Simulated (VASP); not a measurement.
# Al9As8 in VASP: single point with PBEsol

Aim: the single point of Al9As8 with PBEsol.

Everything below comes from runs of VASP 6.6.1. Logs are shortened: lines on timing, memory, paths and dates and some standing lists are left out, and cuts for length are marked.

**1. The cell of the first run**

The cell holds a slab with vacuum, 17 atoms: a = 5.675 Å, b = 6.950 Å, c = 25.151 Å, α = 90.00°, β = 90.00°, γ = 114.09°.

**2. Single point, PBEsol**

File INCAR:

```
SYSTEM = Al9As8
PREC = Accurate
ENCUT = 400
EDIFF = 1E-6
ISMEAR = 0
SIGMA = 0.05
LREAL = .False.
LASPH = .True.
NELM = 120
ALGO = Normal
ISIF = 2
LWAVE = .False.
LCHARG = .True.
LDIPOL = .True.
IDIPOL = 3
DIPOL = 0.5 0.5 0.500
GGA = PS
LELF = .True.
LVHAR = .True.
LVACPOTAV = .True.
NBANDS = 48
GGA_COMPAT = .False.
NELMDL = -8
```

File KPOINTS:

```
Automatic mesh
0
Gamma
  5 4 1
  0 0 0
```

File POSCAR:

```
Al9As8
1.0
    5.6745964837      0.0000000000      0.0000000000
   -2.8372982419      6.3443917412      0.0000000000
    0.0000000000      0.0000000000     25.1510267860
Al As
9 8
Direct
    0.8651893239      0.4571664300      0.3313479565
    0.3728693715      0.7967980534      0.3504905313
    0.0733641847      0.1826315281      0.3937089520
    0.7686295937      0.5976962644      0.4514532249
    0.4922572078      0.0002400576      0.5000662675
    0.1708126599      0.4028198127      0.5484978699
    0.8895019109      0.8176039505      0.6064088452
    0.5741387271      0.2038451507      0.6496232412
    0.4057599161      0.5426958107      0.6687412662
    0.7870743783      0.0843583460      0.3153254557
    0.4864893727      0.4965802775      0.3716724648
    0.1750258750      0.8941621457      0.4272766905
    0.8856011879      0.2997499179      0.4708800173
    0.5855943911      0.7000868279      0.5290114079
    0.2796282172      0.1055506859      0.5726985238
   -0.0116337062      0.5029483891      0.6281492649
    0.6996973884      0.9150663518      0.6846480204
```

Potentials or basis: VASP PAW PBE potentials, release 64 (Al, As).

The run is started by

```console
$ cat potpaw_PBE.64/Al/POTCAR potpaw_PBE.64/As/POTCAR > POTCAR
$ mpirun -np 1 vasp_std > vasp.out
```

OUTCAR:

```text
SYSTEM = Al9As8
   PREC = Accurate
   ENCUT = 400
   EDIFF = 1E-6
   ISMEAR = 0
   LREAL = .False.
   LASPH = .True.
   NELM = 120
   ISIF = 2
   GGA = PS
   NELMDL = -8

 ion  position               nearest neighbor table
   1  0.865  0.457  0.331-  10 2.48  11 2.49   2 2.92   3 3.06   4 3.29
   2  0.373  0.797  0.350-  12 2.46  11 2.48  10 2.54   1 2.92
   3  0.073  0.183  0.394-  12 2.45  10 2.47  13 2.50  11 2.53   1 3.06
   4  0.769  0.598  0.451-  14 2.45  12 2.46  13 2.47  11 2.48   1 3.29
   5  0.492  0.000  0.500-  15 2.46  12 2.46  13 2.46  14 2.46
   6  0.171  0.403  0.548-  13 2.45  15 2.46  14 2.47  16 2.48   9 3.29
   7  0.890  0.818  0.606-  15 2.45  17 2.47  14 2.51  16 2.53   9 3.06
   8  0.574  0.204  0.650-  15 2.46  16 2.48  17 2.55   9 2.92
   9  0.406  0.543  0.669-  17 2.47  16 2.49   8 2.92   7 3.06   6 3.29
  10  0.787  0.084  0.315-   3 2.47   1 2.48   2 2.54
  11  0.486  0.497  0.372-   2 2.48   4 2.48   1 2.49   3 2.53
  12  0.175  0.894  0.427-   3 2.45   5 2.46   4 2.46   2 2.46
  13  0.886  0.300  0.471-   6 2.45   5 2.46   4 2.47   3 2.50
  14  0.586  0.700  0.529-   4 2.45   5 2.46   6 2.47   7 2.51
  15  0.280  0.106  0.573-   7 2.45   5 2.46   6 2.46   8 2.46
  16  0.988  0.503  0.628-   8 2.48   6 2.48   9 2.49   7 2.53
  17  0.700  0.915  0.685-   7 2.47   9 2.47   8 2.55

  LATTYP: Found a base centered orthorhombic cell.
 ALAT       =     5.6745964837
 B/A-ratio  =     2.2360679775
 C/A-ratio  =     4.4322141421

  Lattice vectors:

 A1 = (   2.8372982419,  -6.3443917412,   0.0000000000)
 A2 = (   2.8372982418,   6.3443917412,   0.0000000000)
 A3 = (   0.0000000000,   0.0000000000,  25.1510267860)

Analysis of symmetry for initial positions (statically):
=====================================================================
 Subroutine PRICEL returns:
 Original cell was already a primitive cell.

 Routine SETGRP: Setting up the symmetry group for a
 base centered orthorhombic supercell.

 Subroutine GETGRP returns: Found  1 space group operations
 (whereof  1 operations were pure point group operations)
 out of a pool of  8 trial point group operations.

The static configuration has the point symmetry C_1 .

Analysis of symmetry for dynamics (positions and initial velocities):
=====================================================================
 Subroutine PRICEL returns:
 Original cell was already a primitive cell.

 Routine SETGRP: Setting up the symmetry group for a
 base centered orthorhombic supercell.

 Subroutine GETGRP returns: Found  1 space group operations
 (whereof  1 operations were pure point group operations)
 out of a pool of  8 trial point group operations.

The dynamic configuration has the point symmetry C_1 .

 Subroutine INISYM returns: Found  1 space group operations
 (whereof  1 operations are pure point group operations),
 and found     1 'primitive' translations

----------------------------------------------------------------------------------------

                                     Primitive cell

  volume of cell :     905.4838

  direct lattice vectors                    reciprocal lattice vectors
     5.674596484  0.000000000  0.000000000     0.176223984  0.078809762  0.000000000
    -2.837298242  6.344391741  0.000000000     0.000000000  0.157619523  0.000000000
     0.000000000  0.000000000 25.151026786     0.000000000  0.000000000  0.039759808

  length of vectors
     5.674596484  6.949932941 25.151026786     0.193043702  0.157619523  0.039759808

  position of ions in fractional coordinates (direct lattice)
     0.865189324  0.457166430  0.331347956
     0.372869372  0.796798053  0.350490531
     0.073364185  0.182631528  0.393708952
     0.768629594  0.597696264  0.451453225
     0.492257208  0.000240058  0.500066268
     0.170812660  0.402819813  0.548497870
[... 9 lines left out ...]
     0.988366294  0.502948389  0.628149265
     0.699697388  0.915066352  0.684648020

  ion indices of the primitive-cell ions
   primitive index   ion index
                 1           1
                 2           2
                 3           3
                 4           4
[... 47 lines left out ...]
|        The reciprocal lattice is base centered orthorhombic,                |
|        whereas your k-lattice is simple monoclinic.                         |
|                                                                             |
|     Results are often still useful ...                                      |
|                                                                             |
 -----------------------------------------------------------------------------

 WARNING: IBZKPT: internal override: KBLOWUP is changed to .FALSE.
      ... skipping the blow-up phase ...

 Subroutine IBZKPT returns following result:
 ===========================================

 Found     11 irreducible k-points:

 Following reciprocal coordinates:
            Coordinates               Weight
  0.000000  0.000000  0.000000      1.000000
  0.200000  0.000000  0.000000      2.000000
  0.400000  0.000000  0.000000      2.000000
  0.000000  0.250000  0.000000      2.000000
  0.200000  0.250000  0.000000      2.000000
  0.400000  0.250000  0.000000      2.000000
 -0.400000  0.250000  0.000000      2.000000
 -0.200000  0.250000  0.000000      2.000000
  0.000000  0.500000  0.000000      1.000000
  0.200000  0.500000  0.000000      2.000000
  0.400000  0.500000  0.000000      2.000000
   k-points           NKPTS =     11   k-points in BZ     NKDIM =     11   number of bands    NBANDS=     48
   number of dos      NEDOS =    301   number of ions     NIONS =     17
   total plane-waves  NPLWV = 322560
   dimension x,y,z NGX =    40 NGY =   48 NGZ =  168
   dimension x,y,z NGXF=    80 NGYF=   96 NGZF=  336
   ions per type =               9   8
   NGX,Y,Z   is equivalent  to a cutoff of  11.72, 11.48, 11.10 a.u.
   NGXF,Y,Z  is equivalent  to a cutoff of  23.44, 22.96, 22.21 a.u.
 SYSTEM =  Al9As8
   PREC   = accura    normal or accurate (medium, high low for compatibility)
   ISTART =      0    job   : 0-new  1-cont  2-samecut
   ICHARG =      2    charge: 1-file 2-atom 10-const
   ISPIN  =      1    spin polarized calculation?
   LNONCOLLINEAR =      F non collinear calculations
   LSORBIT =      F    spin-orbit coupling
   LASPH  =      T    aspherical Exc in radial PAW
   ENCUT  =  400.0 eV  29.40 Ry    5.42 a.u.   9.25 11.33 41.01*2*pi/ulx,y,z
   NELM   =    120;   NELMIN=  2; NELMDL= -8     # of ELM steps
   EDIFF  = 0.1E-05   stopping-criterion for ELM
   LREAL  =      F    real-space projection
   EDIFFG = 0.1E-04   stopping-criterion for IOM
   NSW    =      0    number of steps for IOM
   IBRION =     -1    ionic relax: 0-MD 1-quasi-New 2-CG
   NFREE  =      0    steps in history (QN), initial steepest desc. (CG)
   ISIF   =      2    stress and relaxation
   ISYM   =      2    0-nonsym 1-usesym 2-fastsym
   POTIM  = 0.5000    time-step for ionic-motion
   TEBEG  =    0.0;   TEEND  =   0.0 temperature during run
   PSTRESS=    0.0 pullay stress
   NELECT =      67.0000    total number of electrons
   NUPDOWN=      -1.0000    fix difference up-down
   EMIN   =  10.00;   EMAX   =-10.00  energy-range for DOS
   EFERMI =   0.00;   METHOD = LEGACY
   ISMEAR =     0;   SIGMA  =   0.05  broadening in eV -4-tet -1-fermi 0-gaus
   EFERMI_NEDOS =   21; number of points for ismear=-14 and -15
   IALGO  =     38    algorithm
   IMIX   =      4    mixing-type and parameters
     AMIX     =   0.40;   BMIX     =  1.00
     AMIX_MAG =   1.60;   BMIX_MAG =  1.00
  volume/ion in A,a.u.               =      53.26       359.44
  Fermi-wavevector in a.u.,A,eV,Ry     =   0.687289  1.298788  6.426936  0.472366
  Thomas-Fermi vector in A             =   1.767761
   LORBIT       =      0    0 simple, 1 ext, 2 COOP (PROOUT), +10 PAW based schemes
   GGA     = PS    functional components
   LHFCALC =     F    Hartree Fock is set to
   AEXX    =    0.0000 exact exchange contribution
   IVDW    =     0    specifies the selected vdW correction
   LEPSILON=     F    determine dielectric tensor
   LRPA    =     F    only Hartree local field effects (RPA)
 non-spin polarized calculation
 Gauss-broadening in eV      SIGMA  =   0.05
  energy-cutoff  :      400.00
  volume of cell :      905.48
 maximum number of plane-waves:     16495
 NGX is ok and might be reduce to    40
   NGX = 19   NGY = 23   NGZ = 83

 dipolmoment           0.000000      0.000000     -0.014004 electrons x Angstroem

 number of electron      66.9999997 magnetization

 dipolmoment           0.000000      0.000000      0.001173 electrons x Angstroem

 Free energy of the ion-electron system (eV)
  ---------------------------------------------------
  ext. energy  EPLUGINS =         0.00000000
  ---------------------------------------------------
  free energy    TOTEN  =       -79.20038495 eV

  energy without entropy =      -79.18918934  energy(sigma->0) =      -79.19478715

 E-fermi :  -1.1402     XC(G=0):  -4.5010

 val. band max:       -1.1453900460   @ k =   0.0000   0.5000   0.0000
 cond. band min:      -1.0997923113   @ k =   0.2000   0.0000   0.0000
 fundamental gap:      0.0455977347
 Fermi energy:        -1.1401760985

 k-point     1 :       0.0000    0.0000    0.0000
  band No.  band energies     occupation
      1     -13.0094      2.00000
      2     -12.4457      2.00000
      3     -11.6970      2.00000
      4     -11.3636      2.00000
      5     -11.3496      2.00000
      6     -11.3110      2.00000
[... 517 lines left out ...]
     44       2.4820      0.00000
     45       2.6810      0.00000
 [bands above 45 left out]

------------------------ aborting loop because EDIFF is reached ----------------------------------------

  FORCE on cell =-STRESS in cart. coord.  units (eV):
  Direction    XX          YY          ZZ          XY          YZ          ZX
  --------------------------------------------------------------------------------------
  -------------------------------------------------------------------------------------
  Total       -4.7918962     -8.8141258      0.4612928      0.0413128     -0.0031398      0.0009250
  in kB       -8.4788565    -15.5958529      0.8162187      0.0730995     -0.0055556      0.0016367
  external PRESSURE =      -7.7528302 kB  Pullay stress =       0.0000000 kB

 VOLUME and BASIS-vectors are now :
 -----------------------------------------------------------------------------
  energy-cutoff  :      400.00
  volume of cell :      905.48
      direct lattice vectors                 reciprocal lattice vectors
     5.674596484  0.000000000  0.000000000     0.176223984  0.078809762  0.000000000
    -2.837298242  6.344391741  0.000000000     0.000000000  0.157619523  0.000000000
     0.000000000  0.000000000 25.151026786     0.000000000  0.000000000  0.039759808

 POSITION                                       TOTAL-FORCE (eV/Angst)
 -----------------------------------------------------------------------------------
      3.61248      2.90044      8.33374         0.008476      0.023851     -0.006503
     -0.14487      5.05520      8.81520        -0.009407     -0.002850     -0.011933
     -0.10187      1.15869      9.90218         0.006069      0.000727      0.007831
      2.66582      3.79202     11.35451        -0.000368     -0.001993     -0.001656
      2.79268      0.00152     12.57718         0.005032     -0.000198      0.000378
     -0.17363      2.55565     13.79528         0.000158      0.001095      0.001510
[... 9 lines left out ...]
      4.18157      3.19090     15.79860        -0.010001      0.001180      0.017329
      1.37418      5.80554     17.21960        -0.002450      0.020056      0.028857
 -----------------------------------------------------------------------------------
    total drift:                               -0.000271     -0.000036     -0.000052

  FREE ENERGIE OF THE ION-ELECTRON SYSTEM (eV)
  ---------------------------------------------------
  free  energy   TOTEN  =       -79.2003849544 eV

  energy  without entropy=      -79.1891893378  energy(sigma->0) =      -79.19478715

 vacuum level on the upper side and lower side of the slab         3.845         3.839
```

Run time: 12 min. Hardware: 1 thread of Intel Xeon Platinum 8488C (Sapphire Rapids), shared host; peak memory 0.79 GiB.

Results:

```
Free energy            : -79.2004 eV
Largest force          : 0.035 eV/Å
Band gap on the k mesh : zero (an odd number of electrons rules out a gap without spin polarisation)
```

Forces on the atoms (eV/Å):
```
Al   0.008  0.024 -0.007
Al  -0.009 -0.003 -0.012
Al   0.006  0.001  0.008
Al   0.000 -0.002 -0.002
Al   0.005  0.000  0.000
Al   0.000  0.001  0.002
Al   0.006 -0.002 -0.007
Al  -0.008  0.004  0.012
Al   0.009 -0.024  0.007
As  -0.002 -0.019 -0.029
As  -0.009 -0.001 -0.017
As   0.000  0.002 -0.005
As   0.003  0.003 -0.012
As   0.004 -0.003  0.011
As  -0.001 -0.001  0.004
As  -0.010  0.001  0.017
As  -0.002  0.020  0.029
```

Caveat: the PAW data sets were made with another functional, which shifts forces and pressure a little.
